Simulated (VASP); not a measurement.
# Ca2C (Fm-3m) in VASP: G0W0 quasiparticle levels with PBE

Aim: the G0W0 quasiparticle levels of Ca2C with PBE.

Everything below comes from runs of VASP 6.6.1. Logs are shortened: lines on timing, memory, paths and dates and some standing lists are left out, and cuts for length are marked.

## 1. The cell of the first run

Symmetry: Fm-3m, No. 225, cubic system. The conventional cell has a = 6.257 Å, b = 6.257 Å, c = 6.257 Å, α = 90.00°, β = 90.00°, γ = 90.00°. Within 3.6 Å of C (site symmetry m-3m) lie 8 Ca at 2.71 Å. Within 3.6 Å of Ca (site symmetry -43m) lie 4 C at 2.71 Å and 6 Ca at 3.13 Å.

## 2. G0W0 quasiparticle levels, PBE

POSCAR reads:

```
Ca2C
1.0
    0.0000000000      3.1285803966      3.1285803966
    3.1285803966      0.0000000000      3.1285803966
    3.1285803966      3.1285803966      0.0000000000
C Ca
1 2
Direct
    0.0000000000      0.0000000000      0.0000000000
    0.2500000000      0.2500000000      0.2500000000
    0.7500000000      0.7500000000      0.7500000000
```

INCAR.step1 reads:

```
PREC     = Accurate       # precision mode
ENCUT    = 500            # plane-wave cutoff, eV
EDIFF    = 1E-8           # SCF threshold, eV
ISMEAR   = 0              # smearing method
SIGMA    = 0.01           # smearing width, eV
LREAL    = False          # projectors in reciprocal space
LASPH    = True           # aspherical terms in the spheres
NELM     = 60             # most SCF steps
ALGO     = Normal         # electronic algorithm
LWAVE    = True           # write WAVECAR
LCHARG   = False          # write CHGCAR
GGA      = PE             # functional
```

INCAR.step2 reads:

```
PREC     = Accurate       # precision mode
ENCUT    = 500            # plane-wave cutoff, eV
EDIFF    = 1E-8           # SCF threshold, eV
ISMEAR   = 0              # smearing method
SIGMA    = 0.01           # smearing width, eV
LREAL    = False          # projectors in reciprocal space
LASPH    = True           # aspherical terms in the spheres
NELM     = 1              # most SCF steps
ALGO     = Exact          # electronic algorithm
LWAVE    = True           # write WAVECAR
LCHARG   = False          # write CHGCAR
GGA      = PE             # functional
NBANDS   = 242            # bands
LOPTICS  = True           # frequency-dependent dielectric function
ISTART   = 1
```

INCAR.step3 reads:

```
PREC     = Accurate       # precision mode
ENCUT    = 500            # plane-wave cutoff, eV
EDIFF    = 1E-8           # SCF threshold, eV
ISMEAR   = 0              # smearing method
SIGMA    = 0.01           # smearing width, eV
LREAL    = False          # projectors in reciprocal space
LASPH    = True           # aspherical terms in the spheres
ALGO     = EVGW0          # electronic algorithm
LWAVE    = False          # write WAVECAR
LCHARG   = False          # write CHGCAR
GGA      = PE             # functional
NELMGW   = 1            
NBANDS   = 242            # bands
ENCUTGW  = 140.0          # cutoff of the response function
NOMEGA   = 96             # frequency points
PRECFOCK = Fast         
ISTART   = 1            
NBANDSGW = 20           
OMEGAMAX = 20
```

KPOINTS reads:

```
Automatic mesh
0
Gamma
  4 4 4
```

Potentials or basis: VASP PAW PBE potentials, release 64 (C_GW, Ca_sv_GW).

Command:

```sh
$ cat potpaw_PBE.64/C_GW/POTCAR potpaw_PBE.64/Ca_sv_GW/POTCAR > POTCAR
$ cp INCAR.step1 INCAR
$ mpirun -np 1 vasp_std > vasp.out
$ cp INCAR.step2 INCAR
$ mpirun -np 1 vasp_std > vasp.out
$ cp INCAR.step3 INCAR
$ mpirun -np 1 vasp_std > vasp.out
```

OUTCAR:

```text
PREC = Accurate
   ENCUT = 500
   EDIFF = 1E-8
   ISMEAR = 0
   LREAL = False
   LASPH = True
   GGA = PE
   NELMGW = 1
   ENCUTGW = 140.0
   PRECFOCK = Fast
   ISTART = 1

 ion  position               nearest neighbor table
   1  0.000  0.000  0.000-   3 2.71   3 2.71   3 2.71   2 2.71   3 2.71   2 2.71   2 2.71   2 2.71

   2  0.250  0.250  0.250-   1 2.71   1 2.71   1 2.71   1 2.71   3 3.13   3 3.13   3 3.13   3 3.13
                             3 3.13   3 3.13
   3  0.750  0.750  0.750-   1 2.71   1 2.71   1 2.71   1 2.71   2 3.13   2 3.13   2 3.13   2 3.13
                             2 3.13   2 3.13

  LATTYP: Found a face centered cubic cell.
 ALAT       =     6.2571607932

  Lattice vectors:

 A1 = (   0.0000000000,   3.1285803966,   3.1285803966)
 A2 = (   3.1285803966,   0.0000000000,   3.1285803966)
 A3 = (   3.1285803966,   3.1285803966,   0.0000000000)

Analysis of symmetry for initial positions (statically):
=====================================================================
 Subroutine PRICEL returns:
 Original cell was already a primitive cell.

 Routine SETGRP: Setting up the symmetry group for a
 face centered cubic supercell.

 Subroutine GETGRP returns: Found 48 space group operations
 (whereof 48 operations were pure point group operations)
 out of a pool of 48 trial point group operations.

The static configuration has the point symmetry O_h .

Analysis of symmetry for dynamics (positions and initial velocities):
=====================================================================
 Subroutine PRICEL returns:
 Original cell was already a primitive cell.

 Routine SETGRP: Setting up the symmetry group for a
 face centered cubic supercell.

 Subroutine GETGRP returns: Found 48 space group operations
 (whereof 48 operations were pure point group operations)
 out of a pool of 48 trial point group operations.

The dynamic configuration has the point symmetry O_h .

 Subroutine INISYM returns: Found 48 space group operations
 (whereof 48 operations are pure point group operations),
 and found     1 'primitive' translations

----------------------------------------------------------------------------------------

                                     Primitive cell

  volume of cell :      61.2452

  direct lattice vectors                    reciprocal lattice vectors
     0.000000000  3.128580397  3.128580397    -0.159816893  0.159816893  0.159816893
     3.128580397  0.000000000  3.128580397     0.159816893 -0.159816893  0.159816893
     3.128580397  3.128580397  0.000000000     0.159816893  0.159816893 -0.159816893

  length of vectors
     4.424480828  4.424480828  4.424480828     0.276810979  0.276810979  0.276810979

  position of ions in fractional coordinates (direct lattice)
     0.000000000  0.000000000  0.000000000
     0.250000000  0.250000000  0.250000000
     0.750000000  0.750000000  0.750000000

  ion indices of the primitive-cell ions
   primitive index   ion index
                 1           1
                 2           2
                 3           3

----------------------------------------------------------------------------------------

 KPOINTS: Automatic mesh

Automatic generation of k-mesh.
 Grid dimensions read from file:
 generate k-points for:    4    4    4

 Generating k-lattice:

  Cartesian coordinates                     Fractional coordinates (reciprocal lattice)
    -0.039954223  0.039954223  0.039954223     0.250000000  0.000000000  0.000000000
     0.039954223 -0.039954223  0.039954223     0.000000000  0.250000000  0.000000000
     0.039954223  0.039954223 -0.039954223     0.000000000  0.000000000  0.250000000

  Length of vectors
     0.069202745  0.069202745  0.069202745

  Shift w.r.t. Gamma in fractional coordinates (k-lattice)
     0.000000000  0.000000000  0.000000000

 Subroutine IBZKPT returns following result:
 ===========================================

 Found      8 irreducible k-points:

 Following reciprocal coordinates:
            Coordinates               Weight
  0.000000  0.000000  0.000000      1.000000
  0.250000  0.000000  0.000000      8.000000
  0.500000  0.000000  0.000000      4.000000
  0.250000  0.250000  0.000000      6.000000
  0.500000  0.250000  0.000000     24.000000
 -0.250000  0.250000  0.000000     12.000000
  0.500000  0.500000  0.000000      3.000000
 -0.250000  0.500000  0.250000      6.000000
   k-points           NKPTS =      8   k-points in BZ     NKDIM =     64   number of bands    NBANDS=    242
   number of dos      NEDOS =    301   number of ions     NIONS =      3
   total plane-waves  NPLWV =  32768
   dimension x,y,z NGX =    32 NGY =   32 NGZ =   32
   dimension x,y,z NGXF=    64 NGYF=   64 NGZF=   64
   ions per type =               1   2
   NGX,Y,Z   is equivalent  to a cutoff of  12.02, 12.02, 12.02 a.u.
   NGXF,Y,Z  is equivalent  to a cutoff of  24.05, 24.05, 24.05 a.u.
 SYSTEM =  unknown system
   PREC   = accura    normal or accurate (medium, high low for compatibility)
   ISTART =      1    job   : 0-new  1-cont  2-samecut
   ICHARG =      0    charge: 1-file 2-atom 10-const
   ISPIN  =      1    spin polarized calculation?
   LNONCOLLINEAR =      F non collinear calculations
   LSORBIT =      F    spin-orbit coupling
   LASPH  =      T    aspherical Exc in radial PAW
   ENCUT  =  500.0 eV  36.75 Ry    6.06 a.u.   8.07  8.07  8.07*2*pi/ulx,y,z
   NELM   =     60;   NELMIN=  2; NELMDL=  0     # of ELM steps
   EDIFF  = 0.1E-07   stopping-criterion for ELM
   LREAL  =      F    real-space projection
   EDIFFG = 0.1E-06   stopping-criterion for IOM
   NSW    =      0    number of steps for IOM
   IBRION =     -1    ionic relax: 0-MD 1-quasi-New 2-CG
   NFREE  =      0    steps in history (QN), initial steepest desc. (CG)
   ISIF   =      0    stress and relaxation
   ISYM   =      3    0-nonsym 1-usesym 2-fastsym
   POTIM  = 0.5000    time-step for ionic-motion
   TEBEG  =    0.0;   TEEND  =   0.0 temperature during run
   PSTRESS=    0.0 pullay stress
   NELECT =      24.0000    total number of electrons
   NUPDOWN=      -1.0000    fix difference up-down
   EMIN   =  10.00;   EMAX   =-10.00  energy-range for DOS
   EFERMI =   0.00;   METHOD = LEGACY
   ISMEAR =     0;   SIGMA  =   0.01  broadening in eV -4-tet -1-fermi 0-gaus
   EFERMI_NEDOS =   21; number of points for ismear=-14 and -15
   IALGO  =     38    algorithm
   IMIX   =      4    mixing-type and parameters
     AMIX     =   0.40;   BMIX     =  1.00
     AMIX_MAG =   1.60;   BMIX_MAG =  1.00
  volume/ion in A,a.u.               =      20.42       137.77
  Fermi-wavevector in a.u.,A,eV,Ry     =   1.197994  2.263880 19.526936  1.435189
  Thomas-Fermi vector in A             =   2.333894
   LORBIT       =      0    0 simple, 1 ext, 2 COOP (PROOUT), +10 PAW based schemes
   GGA     = PE    functional components
   LHFCALC =     T    Hartree Fock is set to
   PRECFOCK=fast      Normal, Fast or Accurate (Low or Medium for compatibility)
   ENCUT4O =  -1.0   cutoff for four orbital integrals eV
   NKREDX  =     1    reduce k-point grid by
   NKREDY  =     1    reduce k-point grid by
   NKREDZ  =     1    reduce k-point grid by
   AEXX    =    1.0000 exact exchange contribution
   HFSCREEN=    0.0000 screening length (either q_TF or 0.3 A-1)
   HFSCREENC=   0.0000 screening length for correlation (either q_TF or 0.3 A-1)
   ENCUTFOCK=  -1.0 apply spherical cutoff to Coloumb kernel
   IVDW    =     0    specifies the selected vdW correction
   LEPSILON=     F    determine dielectric tensor
   LRPA    =     F    only Hartree local field effects (RPA)
   LRPAFORCE           =     F    calculate RPA forces
   ENCUTGW             = 140.0    cutoff for response function in eV
   ENCUTGWSOFT         = 112.0    soft cutoff for Coulomb kernel in GW response function in eV
   ENCUTLF             =  -1.0    cutoff for local field effects
   NELMGW              =     1    number of iterations in solving QP/BSE equation
   NELMHF              =     1    number of iterations in the inner HF iteration
   NKREDLFX            =     1    NKREDLFY  =   1   NKREDLFZ  =   1
 non-spin polarized calculation
 Gauss-broadening in eV      SIGMA  =   0.01
  energy-cutoff  :      500.00
  volume of cell :       61.25
 maximum number of plane-waves:      1588
  NGX = 18; NGY = 18; NGZ = 18
   NGX = 17   NGY = 17   NGZ = 17
 maximum number of plane-waves:       259
 NGX is ok and might be reduce to    18

 QP shifts <psi_nk| G(iteration)W_0 |psi_nk>: iteration 1
 for sc-GW calculations column KS-energies equals QP-energies in previous step
 and V_xc(KS)=  KS-energies - (<T + V_ion + V_H > + <T+V_H+V_ion>^1  + <V_x>^1)

 k-point   1 :       0.0000    0.0000    0.0000
  band No.  KS-energies  QP-energies   sigma(KS)   V_xc(KS)     V^pw_x(r,r')   Z            occupation Imag(sigma)

      1     -34.9712     -35.5816     -21.8632     -20.6387     -34.3945       0.4985       2.0000       0.7040
      2     -34.7586     -35.4302     -22.1603     -20.8432     -34.5613       0.5100       2.0000       0.7124
      3     -16.1367     -17.2058     -21.4993     -19.6965     -27.6544       0.5930       2.0000       0.2785
      4     -16.1367     -17.2058     -21.4993     -19.6965     -27.6544       0.5930       2.0000       0.2785
      5     -16.1367     -17.2058     -21.4993     -19.6965     -27.6544       0.5930       2.0000       0.2785
      6     -15.7027     -16.8414     -22.0249     -20.1443     -28.0153       0.6055       2.0000       0.2576
[... 12 lines left out ...]
     19      11.9170      13.4770     -14.3676     -16.7374      -8.0544       0.6583       0.0000      -0.3626
     20      11.9170      13.4770     -14.3676     -16.7374      -8.0544       0.6583       0.0000      -0.3626

 k-point   2 :       0.2500    0.0000    0.0000
  band No.  KS-energies  QP-energies   sigma(KS)   V_xc(KS)     V^pw_x(r,r')   Z            occupation Imag(sigma)

      1     -34.9392     -35.5571     -21.9063     -20.6702     -34.4193       0.4999       2.0000       0.7075
      2     -34.7889     -35.4520     -22.1168     -20.8150     -34.5374       0.5094       2.0000       0.7133
      3     -16.1000     -17.1854     -21.5414     -19.7127     -27.6893       0.5935       2.0000       0.2903
      4     -16.0808     -17.1610     -21.5656     -19.7481     -27.7006       0.5943       2.0000       0.2767
      5     -16.0808     -17.1610     -21.5656     -19.7481     -27.7006       0.5943       2.0000       0.2767
      6     -15.8002     -16.9256     -21.8776     -20.0084     -27.9287       0.6021       2.0000       0.2996
[... 12 lines left out ...]
     19      11.2984      12.4216     -12.9434     -14.5895      -6.8023       0.6823       0.0000      -0.4356
     20      11.2984      12.4216     -12.9434     -14.5895      -6.8023       0.6823       0.0000      -0.4356
[... 102 lines left out ...]
      3     -16.3548     -17.4141     -21.1701     -19.3712     -27.4600       0.5889       2.0000       0.4143
      4     -16.2349     -17.3112     -21.3837     -19.5576     -27.5808       0.5894       2.0000       0.3099
      5     -16.2349     -17.3112     -21.3837     -19.5576     -27.5808       0.5894       2.0000       0.3099
      6     -15.6421     -16.7850     -22.0998     -20.2199     -28.0804       0.6080       2.0000       0.2452
[... 12 lines left out ...]
     19      10.4294      11.7945     -13.1386     -15.1165      -7.5137       0.6901       0.0000      -0.2325
     20      11.1798      12.0078     -13.3896     -14.6203      -7.4016       0.6727       0.0000      -0.4051

 k-point   8 :      -0.2500    0.5000    0.2500
  band No.  KS-energies  QP-energies   sigma(KS)   V_xc(KS)     V^pw_x(r,r')   Z            occupation Imag(sigma)

      1     -34.8617     -35.5014     -22.0113     -20.7463     -34.4797       0.5057       2.0000       0.7137
      2     -34.8617     -35.5014     -22.0113     -20.7463     -34.4797       0.5057       2.0000       0.7137
      3     -16.3058     -17.3632     -21.2427     -19.4472     -27.5206       0.5889       2.0000       0.3984
      4     -16.2848     -17.3634     -21.3095     -19.4780     -27.5202       0.5890       2.0000       0.3247
      5     -15.9452     -17.0547     -21.7291     -19.8714     -27.8145       0.5972       2.0000       0.2763
      6     -15.9452     -17.0547     -21.7291     -19.8714     -27.8145       0.5972       2.0000       0.2763
[... 12 lines left out ...]
     19      11.1006      12.5419     -13.6717     -15.8030      -7.8737       0.6763       0.0000      -0.2663
     20      11.2608      12.6832     -13.6868     -15.8227      -7.5416       0.6659       0.0000      -0.3264
```

Wall time 4.8 min (1 thread of Intel Xeon 6975P-C (Granite Rapids), shared host); peak memory 0.77 GiB.

Results:

| Quantity | Value |
| --- | --- |
| Quasiparticle gap | 0.67 eV |
| Least direct quasiparticle gap | 0.67 eV |
| Band gap of the starting levels on the mesh | 0.21 eV |
| Least direct gap of the starting levels on the mesh | 0.21 eV |

Caveat: the k points lie up to 0.43 Å⁻¹ apart; bands, screening cutoff and mesh are small and nothing is extrapolated, so the quasiparticle values aren't converged; the structure was generated, so it needn't be the stable form of Ca2C.
